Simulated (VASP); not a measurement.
# K (Fd-3m) in VASP: notebook

Runs on K. Level: RPBE. Tasks: single point.

All numbers are computed with VASP 6.6.1; they aren't measurements. Logs are shortened: lines on timing, memory, paths and dates and some standing lists are left out, and cuts for length are marked.

**1. The cell of the first run**

Symmetry: Fd-3m, No. 227, cubic system. Conventional cell: a = 9.552 Å, b = 9.552 Å, c = 9.552 Å, α = 90.00°, β = 90.00°, γ = 90.00°. Within 5.4 Å of K (site symmetry -43m) lie 4 K at 4.14 Å.

**2. Single point, RPBE (volume scaled by 0.88)**

Contents of INCAR:

```
PREC = Accurate
ENCUT = 520
EDIFF = 1E-6
ISMEAR = -1
SIGMA = 0.1
LREAL = False
LASPH = True
NELM = 60
ALGO = Normal
ISIF = 2
LWAVE = False
LCHARG = False
GGA = RP
NBANDS = 16
```

Contents of KPOINTS:

```
Automatic mesh
0
Gamma
  6 6 6
```

Contents of POSCAR:

```
K
1.0
    0.0000000000      4.7760643995      4.7760643995
    4.7760643995      0.0000000000      4.7760643995
    4.7760643995      4.7760643995      0.0000000000
K
2
Direct
    0.1250000000      0.1250000000      0.1250000000
    0.8750000000      0.8750000000      0.8750000000
```

Potentials or basis: VASP PAW PBE potentials, release 64 (K_sv).

Command:

```sh
cat potpaw_PBE.64/K_sv/POTCAR > POTCAR
mpirun -np 1 vasp_std > vasp.out
```

OUTCAR:

```text
PREC = Accurate
   ENCUT = 520
   EDIFF = 1E-6
   ISMEAR = -1
   LREAL = False
   LASPH = True
   NELM = 60
   ISIF = 2
   GGA = RP

 ion  position               nearest neighbor table
   1  0.125  0.125  0.125-
   2  0.875  0.875  0.875-

  LATTYP: Found a face centered cubic cell.
 ALAT       =     9.5521287990

  Lattice vectors:

 A1 = (   0.0000000000,   4.7760643995,   4.7760643995)
 A2 = (   4.7760643995,   0.0000000000,   4.7760643995)
 A3 = (   4.7760643995,   4.7760643995,   0.0000000000)

Analysis of symmetry for initial positions (statically):
=====================================================================
 Subroutine PRICEL returns:
 Original cell was already a primitive cell.

 Routine SETGRP: Setting up the symmetry group for a
 face centered cubic supercell.

 Subroutine GETGRP returns: Found 48 space group operations
 (whereof 12 operations were pure point group operations)
 out of a pool of 48 trial point group operations.

The static configuration has the point symmetry D_3d.
 The point group associated with its full space group is O_h .

Analysis of symmetry for dynamics (positions and initial velocities):
=====================================================================
 Subroutine PRICEL returns:
 Original cell was already a primitive cell.

 Routine SETGRP: Setting up the symmetry group for a
 face centered cubic supercell.

 Subroutine GETGRP returns: Found 48 space group operations
 (whereof 12 operations were pure point group operations)
 out of a pool of 48 trial point group operations.

The dynamic configuration has the point symmetry D_3d.
 The point group associated with its full space group is O_h .

 Subroutine INISYM returns: Found 48 space group operations
 (whereof 12 operations are pure point group operations),
 and found     1 'primitive' translations

----------------------------------------------------------------------------------------

                                     Primitive cell

  volume of cell :     217.8916

  direct lattice vectors                    reciprocal lattice vectors
     0.000000000  4.776064400  4.776064400    -0.104688706  0.104688706  0.104688706
     4.776064400  0.000000000  4.776064400     0.104688706 -0.104688706  0.104688706
     4.776064400  4.776064400  0.000000000     0.104688706  0.104688706 -0.104688706

  length of vectors
     6.754375049  6.754375049  6.754375049     0.181326157  0.181326157  0.181326157

  position of ions in fractional coordinates (direct lattice)
     0.125000000  0.125000000  0.125000000
     0.875000000  0.875000000  0.875000000

  ion indices of the primitive-cell ions
   primitive index   ion index
                 1           1
                 2           2

----------------------------------------------------------------------------------------

 KPOINTS: Automatic mesh

Automatic generation of k-mesh.
 Grid dimensions read from file:
 generate k-points for:    6    6    6

 Generating k-lattice:

  Cartesian coordinates                     Fractional coordinates (reciprocal lattice)
    -0.017448118  0.017448118  0.017448118     0.166666667  0.000000000  0.000000000
     0.017448118 -0.017448118  0.017448118     0.000000000  0.166666667  0.000000000
     0.017448118  0.017448118 -0.017448118     0.000000000  0.000000000  0.166666667

  Length of vectors
     0.030221026  0.030221026  0.030221026

  Shift w.r.t. Gamma in fractional coordinates (k-lattice)
     0.000000000  0.000000000  0.000000000

 Subroutine IBZKPT returns following result:
 ===========================================

 Found     16 irreducible k-points:

 Following reciprocal coordinates:
            Coordinates               Weight
  0.000000  0.000000  0.000000      1.000000
  0.166667  0.000000  0.000000      8.000000
  0.333333  0.000000  0.000000      8.000000
  0.500000  0.000000  0.000000      4.000000
  0.166667  0.166667  0.000000      6.000000
  0.333333  0.166667  0.000000     24.000000
[... 8 lines left out ...]
 -0.333333  0.333333  0.166667     24.000000
 -0.333333  0.500000  0.166667     12.000000
   k-points           NKPTS =     16   k-points in BZ     NKDIM =     16   number of bands    NBANDS=     16
   number of dos      NEDOS =    301   number of ions     NIONS =      2
   total plane-waves  NPLWV = 125000
   dimension x,y,z NGX =    50 NGY =   50 NGZ =   50
   dimension x,y,z NGXF=   100 NGYF=  100 NGZF=  100
   ions per type =               2
   NGX,Y,Z   is equivalent  to a cutoff of  12.31, 12.31, 12.31 a.u.
   NGXF,Y,Z  is equivalent  to a cutoff of  24.61, 24.61, 24.61 a.u.
 SYSTEM =  unknown system
   PREC   = accura    normal or accurate (medium, high low for compatibility)
   ISTART =      0    job   : 0-new  1-cont  2-samecut
   ICHARG =      2    charge: 1-file 2-atom 10-const
   ISPIN  =      1    spin polarized calculation?
   LNONCOLLINEAR =      F non collinear calculations
   LSORBIT =      F    spin-orbit coupling
   LASPH  =      T    aspherical Exc in radial PAW
   ENCUT  =  520.0 eV  38.22 Ry    6.18 a.u.  12.56 12.56 12.56*2*pi/ulx,y,z
   NELM   =     60;   NELMIN=  2; NELMDL= -5     # of ELM steps
   EDIFF  = 0.1E-05   stopping-criterion for ELM
   LREAL  =      F    real-space projection
   EDIFFG = 0.1E-04   stopping-criterion for IOM
   NSW    =      0    number of steps for IOM
   IBRION =     -1    ionic relax: 0-MD 1-quasi-New 2-CG
   NFREE  =      0    steps in history (QN), initial steepest desc. (CG)
   ISIF   =      2    stress and relaxation
   ISYM   =      2    0-nonsym 1-usesym 2-fastsym
   POTIM  = 0.5000    time-step for ionic-motion
   TEBEG  =    0.0;   TEEND  =   0.0 temperature during run
   PSTRESS=    0.0 pullay stress
   NELECT =      18.0000    total number of electrons
   NUPDOWN=      -1.0000    fix difference up-down
   EMIN   =  10.00;   EMAX   =-10.00  energy-range for DOS
   EFERMI =   0.00;   METHOD = LEGACY
   ISMEAR =    -1;   SIGMA  =   0.10  broadening in eV -4-tet -1-fermi 0-gaus
   EFERMI_NEDOS =   21; number of points for ismear=-14 and -15
   IALGO  =     38    algorithm
   IMIX   =      4    mixing-type and parameters
     AMIX     =   0.40;   BMIX     =  1.00
     AMIX_MAG =   1.60;   BMIX_MAG =  1.00
  volume/ion in A,a.u.               =     108.95       735.20
  Fermi-wavevector in a.u.,A,eV,Ry     =   0.712993  1.347362  6.916652  0.508360
  Thomas-Fermi vector in A             =   1.800515
   LORBIT       =      0    0 simple, 1 ext, 2 COOP (PROOUT), +10 PAW based schemes
   GGA     = RP    functional components
   LHFCALC =     F    Hartree Fock is set to
   AEXX    =    0.0000 exact exchange contribution
   IVDW    =     0    specifies the selected vdW correction
   LEPSILON=     F    determine dielectric tensor
   LRPA    =     F    only Hartree local field effects (RPA)
 non-spin polarized calculation
  energy-cutoff  :      520.00
  volume of cell :      217.89
 maximum number of plane-waves:      5961
   NGX = 25   NGY = 25   NGZ = 25

 number of electron      18.0000000 magnetization

 Free energy of the ion-electron system (eV)
  ---------------------------------------------------
  ext. energy  EPLUGINS =         0.00000000
  ---------------------------------------------------
  free energy    TOTEN  =        -1.31561920 eV

  energy without entropy =       -1.25728872  energy(sigma->0) =       -1.28645396

 E-fermi :  -0.6612     XC(G=0):  -4.6121

 val. band max:       -0.8088472969   @ k =   0.5000   0.0000   0.0000
 cond. band min:      -0.6317249377   @ k =   0.5000   0.5000   0.0000
 fundamental gap:      0.1771223592
 Fermi energy:        -0.6611942985

 k-point     1 :       0.0000    0.0000    0.0000
  band No.  band energies     occupation
      1     -33.4266      2.00000
      2     -33.4132      2.00000
      3     -16.8861      2.00000
      4     -16.8861      2.00000
      5     -16.8861      2.00000
      6     -16.8261      2.00000
[... 8 lines left out ...]
     15       2.0146      0.00000
     16       2.0935      0.00000

 k-point     2 :       0.1667    0.0000    0.0000
  band No.  band energies     occupation
      1     -33.4259      2.00000
      2     -33.4138      2.00000
      3     -16.8877      2.00000
      4     -16.8877      2.00000
      5     -16.8856      2.00000
      6     -16.8269      2.00000
[... 8 lines left out ...]
     15       2.0213      0.00000
     16       2.2172      0.00000

 k-point     3 :       0.3333    0.0000    0.0000
  band No.  band energies     occupation
      1     -33.4243      2.00000
      2     -33.4154      2.00000
      3     -16.8908      2.00000
      4     -16.8908      2.00000
      5     -16.8845      2.00000
      6     -16.8287      2.00000
[... 8 lines left out ...]
     15       1.8909      0.00000
     16       2.5626      0.00000

 k-point     4 :       0.5000    0.0000    0.0000
  band No.  band energies     occupation
      1     -33.4232      2.00000
      2     -33.4165      2.00000
      3     -16.8922      2.00000
      4     -16.8922      2.00000
      5     -16.8839      2.00000
      6     -16.8295      2.00000
[... 8 lines left out ...]
     15       1.8566      0.00000
     16       2.7662      0.00000
[... 172 lines left out ...]
 k-point    14 :       0.5000    0.3333    0.1667
  band No.  band energies     occupation
      1     -33.4228      2.00000
      2     -33.4170      2.00000
      3     -16.8973      2.00000
      4     -16.8946      2.00000
      5     -16.8721      2.00000
      6     -16.8410      2.00000
[... 8 lines left out ...]
     15       2.1868      0.00000
     16       2.6760      0.00000

 k-point    15 :      -0.3333    0.3333    0.1667
  band No.  band energies     occupation
      1     -33.4215      2.00000
      2     -33.4182      2.00000
      3     -16.8988      2.00000
      4     -16.8960      2.00000
      5     -16.8675      2.00000
      6     -16.8456      2.00000
[... 8 lines left out ...]
     15       2.3518      0.00000
     16       2.6089      0.00000

 k-point    16 :      -0.3333    0.5000    0.1667
  band No.  band energies     occupation
      1     -33.4199      2.00000
      2     -33.4199      2.00000
      3     -16.8985      2.00000
      4     -16.8985      2.00000
      5     -16.8566      2.00000
      6     -16.8566      2.00000
[... 8 lines left out ...]
     15       2.5727      0.00000
     16       2.5727      0.00000

------------------------ aborting loop because EDIFF is reached ----------------------------------------

  FORCE on cell =-STRESS in cart. coord.  units (eV):
  Direction    XX          YY          ZZ          XY          YZ          ZX
  --------------------------------------------------------------------------------------
  -------------------------------------------------------------------------------------
  Total        0.2137192      0.2137192      0.2137192      0.0000000      0.0000000     -0.0000000
  in kB        1.5714973      1.5714973      1.5714973      0.0000000      0.0000000     -0.0000000
  external PRESSURE =       1.5714973 kB  Pullay stress =       0.0000000 kB

 VOLUME and BASIS-vectors are now :
 -----------------------------------------------------------------------------
  energy-cutoff  :      520.00
  volume of cell :      217.89
      direct lattice vectors                 reciprocal lattice vectors
     0.000000000  4.776064400  4.776064400    -0.104688706  0.104688706  0.104688706
     4.776064400  0.000000000  4.776064400     0.104688706 -0.104688706  0.104688706
     4.776064400  4.776064400  0.000000000     0.104688706  0.104688706 -0.104688706

 POSITION                                       TOTAL-FORCE (eV/Angst)
 -----------------------------------------------------------------------------------
      1.19402      1.19402      1.19402        -0.000000     -0.000000     -0.000000
      8.35811      8.35811      8.35811         0.000000      0.000000      0.000000
 -----------------------------------------------------------------------------------
    total drift:                                0.000000      0.000000     -0.000000

  FREE ENERGIE OF THE ION-ELECTRON SYSTEM (eV)
  ---------------------------------------------------
  free  energy   TOTEN  =        -1.3156192005 eV

  energy  without entropy=       -1.2572887180  energy(sigma->0) =       -1.28645396
```

It took 36 s on 1 thread of Intel Xeon Platinum 8559C (Emerald Rapids), shared host; peak memory 0.34 GiB.

Results:

| Item | Value |
| --- | --- |
| Free energy | -1.3156 eV |
| Pressure | 0.2 GPa |
| Band gap on the k mesh | zero (band 9 reaches -0.48 eV, above the bottom of band 10 at -0.81 eV) |

Levels at points of the mesh, in eV from the Fermi level:
```csv
k point,band 6,band 7,band 8,band 9,band 10,band 11,band 12,band 13
"(0.00, 0.00, 0.00)",-16.16,-16.16,-16.16,-1.69,2.39,2.39,2.39,2.68
"(0.50, 0.00, 0.00)",-16.17,-16.16,-16.16,-0.58,-0.15,2.13,2.13,2.49
"(0.50, 0.50, 0.00)",-16.20,-16.15,-16.15,0.03,0.03,1.41,1.41,1.68
```

Caveat: the PAW data sets were made with another functional, which shifts forces and pressure a little.

**3. Single point, RPBE (volume scaled by 0.92)**

Contents of INCAR:

```
SYSTEM = K
ALGO = Normal ; EDIFF = 1E-7
ENCUT = 520 ; GGA = RP
ISIF = 2 ; ISMEAR = -1
LASPH = .True. ; LCHARG = .True.
LELF = .True. ; LREAL = .False.
LVHAR = .True. ; LWAVE = .False.
NBANDS = 16 ; NELM = 80
PREC = Accurate ; SIGMA = 0.1
```

Contents of KPOINTS:

```
k-points
0
Gamma
  6 6 6
  0 0 0
```

Contents of POSCAR:

```
K
1.0
    0.0000000000      4.8473594538      4.8473594538
    4.8473594538      0.0000000000      4.8473594538
    4.8473594538      4.8473594538      0.0000000000
K
2
Direct
    0.1250000000      0.1250000000      0.1250000000
    0.8750000000      0.8750000000      0.8750000000
```

Potentials or basis: VASP PAW PBE potentials, release 64 (K_sv).

Command:

```sh
cat potpaw_PBE.64/K_sv/POTCAR > POTCAR
mpirun -np 1 vasp_std > vasp.out
```

OUTCAR:

```text
SYSTEM = K
   EDIFF = 1E-7
   ENCUT = 520
   GGA = RP
   ISIF = 2
   ISMEAR = -1
   LASPH = .True.
   LREAL = .False.
   NELM = 80
   PREC = Accurate

 ion  position               nearest neighbor table
   1  0.125  0.125  0.125-
   2  0.875  0.875  0.875-

  LATTYP: Found a face centered cubic cell.
 ALAT       =     9.6947189076

  Lattice vectors:

 A1 = (   0.0000000000,   4.8473594538,   4.8473594538)
 A2 = (   4.8473594538,   0.0000000000,   4.8473594538)
 A3 = (   4.8473594538,   4.8473594538,   0.0000000000)

Analysis of symmetry for initial positions (statically):
=====================================================================
 Subroutine PRICEL returns:
 Original cell was already a primitive cell.

 Routine SETGRP: Setting up the symmetry group for a
 face centered cubic supercell.

 Subroutine GETGRP returns: Found 48 space group operations
 (whereof 12 operations were pure point group operations)
 out of a pool of 48 trial point group operations.

The static configuration has the point symmetry D_3d.
 The point group associated with its full space group is O_h .

Analysis of symmetry for dynamics (positions and initial velocities):
=====================================================================
 Subroutine PRICEL returns:
 Original cell was already a primitive cell.

 Routine SETGRP: Setting up the symmetry group for a
 face centered cubic supercell.

 Subroutine GETGRP returns: Found 48 space group operations
 (whereof 12 operations were pure point group operations)
 out of a pool of 48 trial point group operations.

The dynamic configuration has the point symmetry D_3d.
 The point group associated with its full space group is O_h .

 Subroutine INISYM returns: Found 48 space group operations
 (whereof 12 operations are pure point group operations),
 and found     1 'primitive' translations

[... 101 lines left out ...]
   EFERMI_NEDOS =   21; number of points for ismear=-14 and -15
   IALGO  =     38    algorithm
   IMIX   =      4    mixing-type and parameters
     AMIX     =   0.40;   BMIX     =  1.00
     AMIX_MAG =   1.60;   BMIX_MAG =  1.00
  volume/ion in A,a.u.               =     113.90       768.62
  Fermi-wavevector in a.u.,A,eV,Ry     =   0.702507  1.327545  6.714687  0.493516
  Thomas-Fermi vector in A             =   1.787225
   LORBIT       =      0    0 simple, 1 ext, 2 COOP (PROOUT), +10 PAW based schemes
   GGA     = RP    functional components
   LHFCALC =     F    Hartree Fock is set to
   AEXX    =    0.0000 exact exchange contribution
   IVDW    =     0    specifies the selected vdW correction
   LEPSILON=     F    determine dielectric tensor
   LRPA    =     F    only Hartree local field effects (RPA)
 non-spin polarized calculation
  energy-cutoff  :      520.00
  volume of cell :      227.80
 maximum number of plane-waves:      6183
 NGX is ok and might be reduce to    54
   NGX = 25   NGY = 25   NGZ = 25

 number of electron      17.9999998 magnetization

 Free energy of the ion-electron system (eV)
  ---------------------------------------------------
  ext. energy  EPLUGINS =         0.00000000
  ---------------------------------------------------
  free energy    TOTEN  =        -1.32395568 eV

  energy without entropy =       -1.26588315  energy(sigma->0) =       -1.29491941

 E-fermi :  -0.7308     XC(G=0):  -4.5205

 val. band max:       -0.8559778019   @ k =   0.5000   0.0000   0.0000
 cond. band min:      -0.7058974418   @ k =   0.5000   0.5000   0.0000
 fundamental gap:      0.1500803600
 Fermi energy:        -0.7308230142

 k-point     1 :       0.0000    0.0000    0.0000
  band No.  band energies     occupation
      1     -33.4921      2.00000
      2     -33.4810      2.00000
      3     -16.9482      2.00000
      4     -16.9482      2.00000
      5     -16.9482      2.00000
      6     -16.8956      2.00000
[... 281 lines left out ...]
      3     -16.9587      2.00000
      4     -16.9587      2.00000
      5     -16.9224      2.00000
      6     -16.9224      2.00000
[... 8 lines left out ...]
     15       2.4695      0.00000
     16       2.4695      0.00000

------------------------ aborting loop because EDIFF is reached ----------------------------------------

  FORCE on cell =-STRESS in cart. coord.  units (eV):
  Direction    XX          YY          ZZ          XY          YZ          ZX
  --------------------------------------------------------------------------------------
  -------------------------------------------------------------------------------------
  Total        0.1343854      0.1343854      0.1343854     -0.0000000     -0.0000000      0.0000000
  in kB        0.9451855      0.9451855      0.9451855     -0.0000000     -0.0000000      0.0000000
  external PRESSURE =       0.9451855 kB  Pullay stress =       0.0000000 kB

 VOLUME and BASIS-vectors are now :
 -----------------------------------------------------------------------------
  energy-cutoff  :      520.00
  volume of cell :      227.80
      direct lattice vectors                 reciprocal lattice vectors
     0.000000000  4.847359454  4.847359454    -0.103148942  0.103148942  0.103148942
     4.847359454  0.000000000  4.847359454     0.103148942 -0.103148942  0.103148942
     4.847359454  4.847359454  0.000000000     0.103148942  0.103148942 -0.103148942

 POSITION                                       TOTAL-FORCE (eV/Angst)
 -----------------------------------------------------------------------------------
      1.21184      1.21184      1.21184         0.000000      0.000000      0.000000
      8.48288      8.48288      8.48288        -0.000000     -0.000000     -0.000000
 -----------------------------------------------------------------------------------
    total drift:                               -0.000000      0.000000     -0.000000

  FREE ENERGIE OF THE ION-ELECTRON SYSTEM (eV)
  ---------------------------------------------------
  free  energy   TOTEN  =        -1.3239556818 eV

  energy  without entropy=       -1.2658831466  energy(sigma->0) =       -1.29491941
```

Wall time 48 s (1 thread of Intel Xeon Platinum 8559C (Emerald Rapids), shared host); peak memory 0.39 GiB.

Results:

```yaml
Free_energy: -1.3240 eV
Pressure: 0.1 GPa
Band_gap_on_the_k_mesh: zero (band 9 reaches -0.57 eV, above the bottom of band 10 at -0.86 eV)
```

Levels at points of the mesh, in eV from the Fermi level:
```tsv
k point	band 5	band 6	band 7	band 8	band 9	band 10	band 11	band 12	band 13	band 14
(0.00, 0.00, 0.00)	-16.22	-16.16	-16.16	-16.16	-1.64	2.35	2.35	2.35	2.63	2.63
(0.50, 0.00, 0.00)	-16.22	-16.17	-16.16	-16.16	-0.57	-0.13	2.13	2.13	2.41	2.41
(0.50, 0.50, 0.00)	-16.19	-16.19	-16.15	-16.15	0.02	0.02	1.40	1.40	1.63	1.63
```

Caveat: the PAW data sets were made with another functional, which shifts forces and pressure a little.
